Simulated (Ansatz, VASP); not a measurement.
One calculation of MgO, two programs

```
CELL_PARAMETERS angstrom
0.00000 2.29923 2.29923
2.29923 0.00000 2.29923
2.29923 2.29923 0.00000
ATOMIC_POSITIONS crystal
Mg 0.00000 0.00000 0.00000
O 0.50000 0.50000 0.50000
```

Alike in both runs: task single point; functional PBE; k mesh 8 × 8 × 8; occupations gaussian, width 0.02 eV; no spin polarisation.

|  | VASP | Ansatz |
| --- | --- | --- |
| version | VASP 6.6.1 | Ansatz 0.2.0 |
| potentials or method | VASP PAW PBE potentials, release 64 (Mg, O), cutoff 600 eV | scalar-relativistic, plane waves, PAW |
| valence electrons in the cell | 8 | 16 |

|  | VASP | Ansatz | Ansatz less VASP |
| --- | --- | --- | --- |
| gap on the k mesh at the Fermi level (eV) | 2.56 | 2.58 | +0.022 |
| least direct gap on the mesh (eV) | 2.56 | 2.58 | +0.022 |
| pressure (GPa) | -22.4 | -21.6 | +0.74 |

VASP's potentials hold 8 valence electrons a cell and Ansatz's 16, so a difference there can come from the potentials and not from the codes.
